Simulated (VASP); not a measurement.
# CuO (P4/mmm) in VASP: further runs, part 2 of 2

VASP 6.6.1.

## 3. Single point, PBEsol

This run uses another cell than the first one, of 10.64 Å³/atom.

Input file INCAR:

```
SYSTEM = CuO
PREC = Accurate ; ENCUT = 520
EDIFF = 1E-6 ; ISMEAR = -1
SIGMA = 0.05 ; LREAL = .False.
LASPH = .True. ; NELM = 100
ALGO = Normal ; ISIF = 2
LWAVE = .False. ; LCHARG = .True.
GGA = PS ; LELF = .True.
LVHAR = .True. ; NBANDS = 34
```

Input file KPOINTS:

```
regular mesh
0
Gamma
  7 7 7
  0 0 0
```

Input file POSCAR:

```
CuO
1.0
    4.0750071412      0.0000000000      0.0000000000
    0.0000000000      4.0750071412      0.0000000000
    0.0000000000      0.0000000000      3.8440151129
Cu O
3 3
Direct
    0.5000000000      0.0000000000      0.5000000000
    0.0000000000      0.5000000000      0.5000000000
    0.0000000000      0.0000000000      0.0000000000
    0.0000000000      0.0000000000      0.5000000000
    0.5000000000      0.0000000000      0.0000000000
    0.0000000000      0.5000000000      0.0000000000
```

Potentials or basis: VASP PAW PBE potentials, release 64 (Cu, O).

Launch:

```console
cat potpaw_PBE.64/Cu/POTCAR potpaw_PBE.64/O/POTCAR > POTCAR
mpirun -np 1 vasp_std > vasp.out
```

OUTCAR:

```text
SYSTEM = CuO
   PREC = Accurate
   ENCUT = 520
   EDIFF = 1E-6
   ISMEAR = -1
   LREAL = .False.
   LASPH = .True.
   NELM = 100
   ISIF = 2
   GGA = PS

 ion  position               nearest neighbor table
   1  0.500  0.000  0.500-   5 1.92   5 1.92   4 2.04   4 2.04
   2  0.000  0.500  0.500-   6 1.92   6 1.92   4 2.04   4 2.04
   3  0.000  0.000  0.000-   4 1.92   4 1.92   6 2.04   5 2.04   6 2.04   5 2.04
   4  0.000  0.000  0.500-   3 1.92   3 1.92   1 2.04   2 2.04   2 2.04   1 2.04
   5  0.500  0.000  0.000-   1 1.92   1 1.92   3 2.04   3 2.04
   6  0.000  0.500  0.000-   2 1.92   2 1.92   3 2.04   3 2.04

  LATTYP: Found a simple tetragonal cell.
 ALAT       =     4.0750071412
 C/A-ratio  =     0.9433149390

  Lattice vectors:

 A1 = (   4.0750071412,   0.0000000000,   0.0000000000)
 A2 = (   0.0000000000,   4.0750071412,   0.0000000000)
 A3 = (   0.0000000000,   0.0000000000,   3.8440151129)

Analysis of symmetry for initial positions (statically):
=====================================================================
 Subroutine PRICEL returns:
 Original cell was already a primitive cell.

 Routine SETGRP: Setting up the symmetry group for a
 simple tetragonal supercell.

 Subroutine GETGRP returns: Found 16 space group operations
 (whereof 16 operations were pure point group operations)
 out of a pool of 16 trial point group operations.

The static configuration has the point symmetry D_4h.

Analysis of symmetry for dynamics (positions and initial velocities):
=====================================================================
 Subroutine PRICEL returns:
 Original cell was already a primitive cell.

 Routine SETGRP: Setting up the symmetry group for a
 simple tetragonal supercell.

[... 129 lines left out ...]
   IALGO  =     38    algorithm
   IMIX   =      4    mixing-type and parameters
     AMIX     =   0.40;   BMIX     =  1.00
     AMIX_MAG =   1.60;   BMIX_MAG =  1.00
  volume/ion in A,a.u.               =      10.64        71.79
  Fermi-wavevector in a.u.,A,eV,Ry     =   1.519093  2.870669 31.397384  2.307643
  Thomas-Fermi vector in A             =   2.628125
   LORBIT       =      0    0 simple, 1 ext, 2 COOP (PROOUT), +10 PAW based schemes
   GGA     = PS    functional components
   LHFCALC =     F    Hartree Fock is set to
   AEXX    =    0.0000 exact exchange contribution
   IVDW    =     0    specifies the selected vdW correction
   LEPSILON=     F    determine dielectric tensor
   LRPA    =     F    only Hartree local field effects (RPA)
 non-spin polarized calculation
  energy-cutoff  :      520.00
  volume of cell :       63.83
 maximum number of plane-waves:      1738
   NGX = 15   NGY = 15   NGZ = 15

 number of electron      50.9999948 magnetization

 Free energy of the ion-electron system (eV)
  ---------------------------------------------------
  ext. energy  EPLUGINS =         0.00000000
  ---------------------------------------------------
  free energy    TOTEN  =       -30.57884038 eV

  energy without entropy =      -30.55075393  energy(sigma->0) =      -30.56479716

 E-fermi :   4.6054     XC(G=0): -11.7400

 val. band max:        4.5923158560   @ k =   0.4286   0.2857   0.2857
 cond. band min:       4.6684148967   @ k =   0.1429   0.0000   0.4286
 fundamental gap:      0.0760990406
 Fermi energy:         4.6054372532

 k-point     1 :       0.0000    0.0000    0.0000
  band No.  band energies     occupation
      1     -15.5737      2.00000
      2     -13.3859      2.00000
      3     -12.8866      2.00000
      4      -1.7442      2.00000
      5      -1.5867      2.00000
      6      -1.5867      2.00000
[... 877 lines left out ...]
     33      15.9490      0.00000
     34      17.0374      0.00000

 [... further k-points ...]

------------------------ aborting loop because EDIFF is reached ----------------------------------------

  FORCE on cell =-STRESS in cart. coord.  units (eV):
  Direction    XX          YY          ZZ          XY          YZ          ZX
  --------------------------------------------------------------------------------------
  -------------------------------------------------------------------------------------
  Total        0.9494098      0.9494098      1.2716807      0.0000000      0.0000000      0.0000000
  in kB       23.8299128     23.8299128     31.9188201      0.0000000      0.0000000      0.0000000
  external PRESSURE =      26.5262153 kB  Pullay stress =       0.0000000 kB

 VOLUME and BASIS-vectors are now :
 -----------------------------------------------------------------------------
  energy-cutoff  :      520.00
  volume of cell :       63.83
      direct lattice vectors                 reciprocal lattice vectors
     4.075007141  0.000000000  0.000000000     0.245398343  0.000000000  0.000000000
     0.000000000  4.075007141  0.000000000     0.000000000  0.245398343  0.000000000
     0.000000000  0.000000000  3.844015113     0.000000000  0.000000000  0.260144659

 POSITION                                       TOTAL-FORCE (eV/Angst)
 -----------------------------------------------------------------------------------
      2.03750      0.00000      1.92201         0.000000      0.000000      0.000000
      0.00000      2.03750      1.92201         0.000000      0.000000      0.000000
      0.00000      0.00000      0.00000         0.000000      0.000000      0.000000
      0.00000      0.00000      1.92201         0.000000      0.000000      0.000000
      2.03750      0.00000      0.00000         0.000000      0.000000      0.000000
      0.00000      2.03750      0.00000         0.000000      0.000000      0.000000
 -----------------------------------------------------------------------------------
    total drift:                                0.000000      0.000000     -0.000000

  FREE ENERGIE OF THE ION-ELECTRON SYSTEM (eV)
  ---------------------------------------------------
  free  energy   TOTEN  =       -30.5788403812 eV

  energy  without entropy=      -30.5507539306  energy(sigma->0) =      -30.56479716
```

OSZICAR:

```text
N       E                     dE             d eps       ncg     rms          rms(c)
DAV:   1     0.534118519794E+03    0.53412E+03   -0.23616E+04  2856   0.233E+03
DAV:   2     0.518180093672E+02   -0.48230E+03   -0.45258E+03  2754   0.468E+02
DAV:   3    -0.350500868837E+02   -0.86868E+02   -0.81799E+02  3588   0.216E+02
DAV:   4    -0.400920077182E+02   -0.50419E+01   -0.49616E+01  4070   0.560E+01
DAV:   5    -0.401478565526E+02   -0.55849E-01   -0.55759E-01  3886   0.673E+00    0.211E+01
DAV:   6    -0.361466116208E+02    0.40012E+01   -0.70542E+01  4032   0.172E+02    0.177E+01
DAV:   7    -0.308446471788E+02    0.53020E+01   -0.25550E+01  3520   0.127E+02    0.498E+00
DAV:   8    -0.308208118907E+02    0.23835E-01   -0.32086E+00  3962   0.171E+01    0.344E+00
DAV:   9    -0.307512420012E+02    0.69570E-01   -0.34687E-01  4374   0.167E+01    0.330E+00
DAV:  10    -0.306342726192E+02    0.11697E+00   -0.41782E-01  4972   0.202E+01    0.204E+00
DAV:  11    -0.305818681839E+02    0.52404E-01   -0.11204E-01  4560   0.781E+00    0.634E-01
DAV:  12    -0.305798700826E+02    0.19981E-02   -0.60749E-02  4058   0.247E+00    0.271E-01
DAV:  13    -0.305788328428E+02    0.10372E-02   -0.52341E-03  4168   0.107E+00    0.886E-02
DAV:  14    -0.305788597125E+02   -0.26870E-04   -0.37662E-04  4180   0.313E-01    0.488E-02
DAV:  15    -0.305788515685E+02    0.81440E-05   -0.18978E-04  4392   0.187E-01    0.293E-02
DAV:  16    -0.305788424596E+02    0.91089E-05   -0.24139E-05  4206   0.747E-02    0.132E-02
DAV:  17    -0.305788404851E+02    0.19745E-05   -0.13529E-05  4244   0.329E-02    0.227E-03
DAV:  18    -0.305788403812E+02    0.10389E-06   -0.11077E-06  1710   0.108E-02
   1 F= -.30578840E+02 E0= -.30564797E+02  d E =-.280865E-01
```

Run time: 97 s. Hardware: 1 thread of Intel Xeon Platinum 8488C (Sapphire Rapids), shared host; peak memory 0.21 GiB.

What came out:

```yaml
Free_energy: -30.5788 eV
Pressure: 2.7 GPa
Band_gap_on_the_k_mesh: zero (an odd number of electrons rules out a gap without spin polarisation)
```

Stress tensor (GPa, compression positive):
```
2.38 0.00 0.00
0.00 2.38 0.00
0.00 0.00 3.19
```

Caveat: the PAW data sets were made with another functional, which shifts forces and pressure a little; an odd number of electrons without spin polarisation forces a metal; a magnetic or distorted state may lie lower; semilocal functionals often make such compounds metallic where correlation or magnetic order opens a gap, which also shifts bond lengths. With open d or f shells a metallic result of PBEsol can be an artefact of self-interaction; +U or a hybrid may open a gap.

The gap in the log of VASP goes by the Fermi energy; the results here count the filled bands.